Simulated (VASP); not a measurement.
# SnTe (Fm-3m) in VASP: a series of runs

The runs below take SnTe through single point, with PBE-based screened hybrid with 30 % exact exchange, PBE-based screened hybrid with 40 % exact exchange, RPBE.

All numbers are computed with VASP 6.6.1; they aren't measurements. Logs are shortened: lines on timing, memory, paths and dates and some standing lists are left out, and cuts for length are marked.

### 1 The cell of the first run

It takes space group Fm-3m (No. 225, cubic). The conventional cell has a = 6.302 Å, b = 6.302 Å, c = 6.302 Å, α = 90.00°, β = 90.00°, γ = 90.00°. Within 4.1 Å of Te (site symmetry m-3m) lie 6 Sn at 3.15 Å. Sn (site symmetry m-3m) has 6 Te at 3.15 Å within 4.1 Å.

### 2 Single point, PBE-based screened hybrid with 30 % exact exchange

Contents of POSCAR:

```
SnTe
1.0
    0.0000000000      3.1508500000      3.1508500000
    3.1508500000      0.0000000000      3.1508500000
    3.1508500000      3.1508500000      0.0000000000
Te Sn
1 1
Direct
    0.5000000000      0.5000000000      0.5000000000
    0.0000000000      0.0000000000      0.0000000000
```

Contents of INCAR.step1:

```
PREC = Accurate
ENCUT = 520
EDIFF = 1E-5
ISMEAR = -1
SIGMA = 0.05
LREAL = False
LASPH = True
NELM = 100
ALGO = Normal
ISIF = 2
LWAVE = True
GGA = PE
NBANDS = 17
```

Contents of INCAR.step2:

```
PREC = Accurate
ENCUT = 520
EDIFF = 1E-7
ISMEAR = -1
SIGMA = 0.05
LREAL = False
LASPH = True
NELM = 100
ALGO = Normal
ISIF = 2
LWAVE = False
LCHARG = True
GGA = PE
LHFCALC = True
AEXX = 0.3
HFSCREEN = 0.2
PRECFOCK = Normal
LELF = True
LVHAR = True
ISTART = 1
NBANDS = 17
```

Contents of KPOINTS:

```
regular mesh
0
Gamma
  4 4 4
```

Potentials or basis: VASP PAW PBE potentials, release 64 (Te, Sn_d).

On the command line:

```sh
$ cat potpaw_PBE.64/Te/POTCAR potpaw_PBE.64/Sn_d/POTCAR > POTCAR
$ cp INCAR.step1 INCAR
$ mpirun -np 1 vasp_std > vasp.out
$ cp INCAR.step2 INCAR
$ mpirun -np 1 vasp_std > vasp.out
```

OUTCAR:

```text
PREC = Accurate
   ENCUT = 520
   EDIFF = 1E-7
   ISMEAR = -1
   LREAL = False
   LASPH = True
   NELM = 100
   ISIF = 2
   GGA = PE
   LHFCALC = True
   AEXX = 0.3
   HFSCREEN = 0.2
   PRECFOCK = Normal
   ISTART = 1

 ion  position               nearest neighbor table
   1  0.500  0.500  0.500-   2 3.15   2 3.15   2 3.15   2 3.15   2 3.15   2 3.15
   2  0.000  0.000  0.000-   1 3.15   1 3.15   1 3.15   1 3.15   1 3.15   1 3.15

  LATTYP: Found a face centered cubic cell.
 ALAT       =     6.3017000000

  Lattice vectors:

 A1 = (   0.0000000000,   3.1508500000,   3.1508500000)
 A2 = (   3.1508500000,   0.0000000000,   3.1508500000)
 A3 = (   3.1508500000,   3.1508500000,   0.0000000000)

Analysis of symmetry for initial positions (statically):
=====================================================================
 Subroutine PRICEL returns:
 Original cell was already a primitive cell.

 Routine SETGRP: Setting up the symmetry group for a
 face centered cubic supercell.

 Subroutine GETGRP returns: Found 48 space group operations
 (whereof 48 operations were pure point group operations)
 out of a pool of 48 trial point group operations.

The static configuration has the point symmetry O_h .

Analysis of symmetry for dynamics (positions and initial velocities):
=====================================================================
 Subroutine PRICEL returns:
 Original cell was already a primitive cell.

 Routine SETGRP: Setting up the symmetry group for a
 face centered cubic supercell.

 Subroutine GETGRP returns: Found 48 space group operations
 (whereof 48 operations were pure point group operations)
 out of a pool of 48 trial point group operations.

The dynamic configuration has the point symmetry O_h .

 Subroutine INISYM returns: Found 48 space group operations
 (whereof 48 operations are pure point group operations),
 and found     1 'primitive' translations

----------------------------------------------------------------------------------------

                                     Primitive cell

  volume of cell :      62.5624

  direct lattice vectors                    reciprocal lattice vectors
     0.000000000  3.150850000  3.150850000    -0.158687338  0.158687338  0.158687338
     3.150850000  0.000000000  3.150850000     0.158687338 -0.158687338  0.158687338
     3.150850000  3.150850000  0.000000000     0.158687338  0.158687338 -0.158687338

  length of vectors
     4.455974803  4.455974803  4.455974803     0.274854533  0.274854533  0.274854533

  position of ions in fractional coordinates (direct lattice)
     0.500000000  0.500000000  0.500000000
     0.000000000  0.000000000  0.000000000

  ion indices of the primitive-cell ions
   primitive index   ion index
                 1           1
                 2           2

----------------------------------------------------------------------------------------

 KPOINTS: regular mesh

Automatic generation of k-mesh.
 Grid dimensions read from file:
 generate k-points for:    4    4    4

 Generating k-lattice:

  Cartesian coordinates                     Fractional coordinates (reciprocal lattice)
    -0.039671835  0.039671835  0.039671835     0.250000000  0.000000000  0.000000000
     0.039671835 -0.039671835  0.039671835     0.000000000  0.250000000  0.000000000
     0.039671835  0.039671835 -0.039671835     0.000000000  0.000000000  0.250000000

  Length of vectors
     0.068713633  0.068713633  0.068713633

  Shift w.r.t. Gamma in fractional coordinates (k-lattice)
     0.000000000  0.000000000  0.000000000

 Subroutine IBZKPT returns following result:
 ===========================================

 Found      8 irreducible k-points:

 Following reciprocal coordinates:
            Coordinates               Weight
  0.000000  0.000000  0.000000      1.000000
  0.250000  0.000000  0.000000      8.000000
  0.500000  0.000000  0.000000      4.000000
  0.250000  0.250000  0.000000      6.000000
  0.500000  0.250000  0.000000     24.000000
 -0.250000  0.250000  0.000000     12.000000
  0.500000  0.500000  0.000000      3.000000
 -0.250000  0.500000  0.250000      6.000000
   k-points           NKPTS =      8   k-points in BZ     NKDIM =     64   number of bands    NBANDS=     17
   number of dos      NEDOS =    301   number of ions     NIONS =      2
   total plane-waves  NPLWV =  46656
   dimension x,y,z NGX =    36 NGY =   36 NGZ =   36
   dimension x,y,z NGXF=    72 NGYF=   72 NGZF=   72
   ions per type =               1   1
   NGX,Y,Z   is equivalent  to a cutoff of  13.43, 13.43, 13.43 a.u.
   NGXF,Y,Z  is equivalent  to a cutoff of  26.86, 26.86, 26.86 a.u.
 SYSTEM =  unknown system
   PREC   = accura    normal or accurate (medium, high low for compatibility)
   ISTART =      1    job   : 0-new  1-cont  2-samecut
   ICHARG =      0    charge: 1-file 2-atom 10-const
   ISPIN  =      1    spin polarized calculation?
   LNONCOLLINEAR =      F non collinear calculations
   LSORBIT =      F    spin-orbit coupling
   LASPH  =      T    aspherical Exc in radial PAW
   ENCUT  =  520.0 eV  38.22 Ry    6.18 a.u.   8.29  8.29  8.29*2*pi/ulx,y,z
   NELM   =    100;   NELMIN=  2; NELMDL=  0     # of ELM steps
   EDIFF  = 0.1E-06   stopping-criterion for ELM
   LREAL  =      F    real-space projection
   EDIFFG = 0.1E-05   stopping-criterion for IOM
   NSW    =      0    number of steps for IOM
   IBRION =     -1    ionic relax: 0-MD 1-quasi-New 2-CG
   NFREE  =      0    steps in history (QN), initial steepest desc. (CG)
   ISIF   =      2    stress and relaxation
   ISYM   =      3    0-nonsym 1-usesym 2-fastsym
   POTIM  = 0.5000    time-step for ionic-motion
   TEBEG  =    0.0;   TEEND  =   0.0 temperature during run
   PSTRESS=    0.0 pullay stress
   NELECT =      20.0000    total number of electrons
   NUPDOWN=      -1.0000    fix difference up-down
   EMIN   =  10.00;   EMAX   =-10.00  energy-range for DOS
   EFERMI =   0.00;   METHOD = LEGACY
   ISMEAR =    -1;   SIGMA  =   0.05  broadening in eV -4-tet -1-fermi 0-gaus
   EFERMI_NEDOS =   21; number of points for ismear=-14 and -15
   IALGO  =     38    algorithm
   IMIX   =      1    mixing-type and parameters
     AMIX     =   0.40;   BMIX     =  1.00
     AMIX_MAG =   1.60;   BMIX_MAG =  1.00
  volume/ion in A,a.u.               =      31.28       211.10
  Fermi-wavevector in a.u.,A,eV,Ry     =   1.119387  2.115336 17.048485  1.253028
  Thomas-Fermi vector in A             =   2.256026
   LORBIT       =      0    0 simple, 1 ext, 2 COOP (PROOUT), +10 PAW based schemes
   GGA     = PE    functional components
   LHFCALC =     T    Hartree Fock is set to
   PRECFOCK=normal    Normal, Fast or Accurate (Low or Medium for compatibility)
   ENCUT4O =  -1.0   cutoff for four orbital integrals eV
   NKREDX  =     1    reduce k-point grid by
   NKREDY  =     1    reduce k-point grid by
   NKREDZ  =     1    reduce k-point grid by
   AEXX    =    0.3000 exact exchange contribution
   HFSCREEN=    0.2000 screening length (either q_TF or 0.3 A-1)
   HFSCREENC=   0.2000 screening length for correlation (either q_TF or 0.3 A-1)
   ENCUTFOCK=  -1.0 apply spherical cutoff to Coloumb kernel
   IVDW    =     0    specifies the selected vdW correction
   LEPSILON=     F    determine dielectric tensor
   LRPA    =     F    only Hartree local field effects (RPA)
 non-spin polarized calculation
  energy-cutoff  :      520.00
  volume of cell :       62.56
 maximum number of plane-waves:      1708
 NGX is ok and might be reduce to    36
  NGX = 28; NGY = 28; NGZ = 28

 number of electron      19.9999998 magnetization

 Free energy of the ion-electron system (eV)
  ---------------------------------------------------
  ext. energy  EPLUGINS =         0.00000000
  ---------------------------------------------------
  free energy    TOTEN  =        -9.38619459 eV

  energy without entropy =       -9.37827209  energy(sigma->0) =       -9.38223334

 E-fermi :   6.9730     XC(G=0):  -7.5970

 val. band max:        6.9370759853   @ k =   0.5000   0.0000   0.0000
 cond. band min:       7.0089478899   @ k =   0.5000   0.0000   0.0000
 fundamental gap:      0.0718719046
 Fermi energy:         6.9729827738

 k-point     1 :       0.0000    0.0000    0.0000
  band No.  band energies     occupation
      1     -17.9956      2.00000
      2     -17.9956      2.00000
      3     -17.9815      2.00000
      4     -17.9815      2.00000
      5     -17.9815      2.00000
      6      -7.7498      2.00000
[... 9 lines left out ...]
     16      12.0730      0.00000
     17      14.2479      0.00000

 k-point     2 :       0.2500    0.0000    0.0000
  band No.  band energies     occupation
      1     -17.9987      2.00000
      2     -17.9987      2.00000
      3     -17.9808      2.00000
      4     -17.9783      2.00000
      5     -17.9783      2.00000
      6      -7.1744      2.00000
[... 9 lines left out ...]
     16      13.3941      0.00000
     17      17.5610      0.00000

 k-point     3 :       0.5000    0.0000    0.0000
  band No.  band energies     occupation
      1     -18.0021      2.00000
      2     -18.0021      2.00000
      3     -17.9802      2.00000
      4     -17.9748      2.00000
      5     -17.9748      2.00000
      6      -6.2652      2.00000
[... 9 lines left out ...]
     16      16.4920      0.00000
     17      16.4920      0.00000

 k-point     4 :       0.2500    0.2500    0.0000
  band No.  band energies     occupation
      1     -18.0053      2.00000
      2     -17.9933      2.00000
      3     -17.9834      2.00000
      4     -17.9761      2.00000
      5     -17.9761      2.00000
      6      -6.9926      2.00000
[... 9 lines left out ...]
     16      15.1680      0.00000
     17      15.1680      0.00000

 k-point     5 :       0.5000    0.2500    0.0000
  band No.  band energies     occupation
      1     -18.0084      2.00000
      2     -17.9963      2.00000
      3     -17.9814      2.00000
      4     -17.9744      2.00000
      5     -17.9729      2.00000
      6      -6.1174      2.00000
[... 9 lines left out ...]
     16      16.8296      0.00000
     17      17.7882      0.00000

 k-point     6 :      -0.2500    0.2500    0.0000
  band No.  band energies     occupation
      1     -18.0020      2.00000
      2     -18.0010      2.00000
      3     -17.9785      2.00000
      4     -17.9765      2.00000
      5     -17.9758      2.00000
      6      -6.4057      2.00000
[... 9 lines left out ...]
     16      15.4816      0.00000
     17      16.5104      0.00000

 k-point     7 :       0.5000    0.5000    0.0000
  band No.  band energies     occupation
      1     -18.0153      2.00000
      2     -17.9909      2.00000
      3     -17.9854      2.00000
      4     -17.9705      2.00000
      5     -17.9705      2.00000
      6      -5.9124      2.00000
[... 9 lines left out ...]
     16      18.3188      0.00000
     17      18.6485      0.00000

 k-point     8 :      -0.2500    0.5000    0.2500
  band No.  band energies     occupation
      1     -18.0092      2.00000
      2     -17.9969      2.00000
      3     -17.9782      2.00000
      4     -17.9782      2.00000
      5     -17.9705      2.00000
      6      -5.8071      2.00000
[... 9 lines left out ...]
     16      17.9768      0.00000
     17      18.6983      0.00000

------------------------ aborting loop because EDIFF is reached ----------------------------------------

  FORCE on cell =-STRESS in cart. coord.  units (eV):
  Direction    XX          YY          ZZ          XY          YZ          ZX
  --------------------------------------------------------------------------------------
  -------------------------------------------------------------------------------------
  Total        0.2108454      0.2108454      0.2108454      0.0000000     -0.0000000      0.0000000
  in kB        5.3995996      5.3995996      5.3995996      0.0000000     -0.0000000      0.0000000
  external PRESSURE =       5.3995996 kB  Pullay stress =       0.0000000 kB

 VOLUME and BASIS-vectors are now :
 -----------------------------------------------------------------------------
  energy-cutoff  :      520.00
  volume of cell :       62.56
      direct lattice vectors                 reciprocal lattice vectors
     0.000000000  3.150850000  3.150850000    -0.158687338  0.158687338  0.158687338
     3.150850000  0.000000000  3.150850000     0.158687338 -0.158687338  0.158687338
     3.150850000  3.150850000  0.000000000     0.158687338  0.158687338 -0.158687338

 POSITION                                       TOTAL-FORCE (eV/Angst)
 -----------------------------------------------------------------------------------
      3.15085      3.15085      3.15085        -0.000000     -0.000000     -0.000000
      0.00000      0.00000      0.00000         0.000000      0.000000      0.000000
 -----------------------------------------------------------------------------------
    total drift:                                0.000002      0.000001      0.000001

  FREE ENERGIE OF THE ION-ELECTRON SYSTEM (eV)
  ---------------------------------------------------
  free  energy   TOTEN  =        -9.3861945882 eV

  energy  without entropy=       -9.3782720914  energy(sigma->0) =       -9.38223334
```

Wall time 11 min (1 thread of AMD EPYC 9R45 (Zen 5), shared host); peak memory 0.28 GiB.

What came out:

```
Free energy            : -9.3862 eV
Pressure               : 0.5 GPa
Band gap on the k mesh : 0.07 eV
```

Caveat: the k points lie up to 0.43 Å⁻¹ apart; the PAW data sets were made with another functional, which shifts forces and pressure a little; spin-orbit coupling is left out, which moves the levels of the heavy elements. A k mesh can miss the band edges.

### 3 Single point, PBE-based screened hybrid with 40 % exact exchange

POSCAR is that of step 2.

Contents of INCAR.step1:

```
SYSTEM = SnTe
ALGO = Normal
EDIFF = 1E-5
ENCUT = 520
GGA = PE
ISIF = 2
ISMEAR = -1
LASPH = .True.
LREAL = .False.
LWAVE = .True.
NBANDS = 17
NELM = 100
PREC = Accurate
SIGMA = 0.05
```

Contents of INCAR.step2:

```
SYSTEM = SnTe
AEXX = 0.4
ALGO = Normal
EDIFF = 1E-6
ENCUT = 520
GGA = PE
HFSCREEN = 0.2
ISIF = 2
ISMEAR = -1
ISTART = 1
LASPH = .True.
LCHARG = .True.
LELF = .True.
LHFCALC = .True.
LREAL = .False.
LVHAR = .True.
LWAVE = .False.
NBANDS = 17
NELM = 100
PREC = Accurate
PRECFOCK = Normal
SIGMA = 0.05
```

Contents of KPOINTS:

```
k-points
0
Gamma
  4 4 4
  0 0 0
```

Potentials or basis: VASP PAW PBE potentials, release 64 (Te, Sn_d).

On the command line:

```sh
$ cat potpaw_PBE.64/Te/POTCAR potpaw_PBE.64/Sn_d/POTCAR > POTCAR
$ cp INCAR.step1 INCAR
$ mpirun -np 1 vasp_std > vasp.out
$ cp INCAR.step2 INCAR
$ mpirun -np 1 vasp_std > vasp.out
```

Run time: 7.7 min. Hardware: 1 thread of AMD EPYC 9R45 (Zen 5), shared host; peak memory 0.29 GiB.

It converged, with:

| Property | Result |
| --- | --- |
| Free energy | -10.0966 eV |
| Pressure | 0.3 GPa |
| Band gap on the k mesh | 0.19 eV |

Levels at points of the mesh, in eV from the valence-band top:
```csv
k point,band 8,band 9,band 10,band 11,band 12,band 13
"(0.00, 0.00, 0.00)",-2.89,-2.89,-2.89,4.15,4.15,4.15
"(0.50, 0.00, 0.00)",-2.55,-2.55,0.00,0.19,0.61,0.61
"(0.50, 0.50, 0.00)",-6.95,-4.76,-4.76,2.48,5.95,5.95
```

Caveat: the k points lie up to 0.43 Å⁻¹ apart; the PAW data sets were made with another functional, which shifts forces and pressure a little; spin-orbit coupling is left out, which moves the levels of the heavy elements.

[end of part 1 of 2]
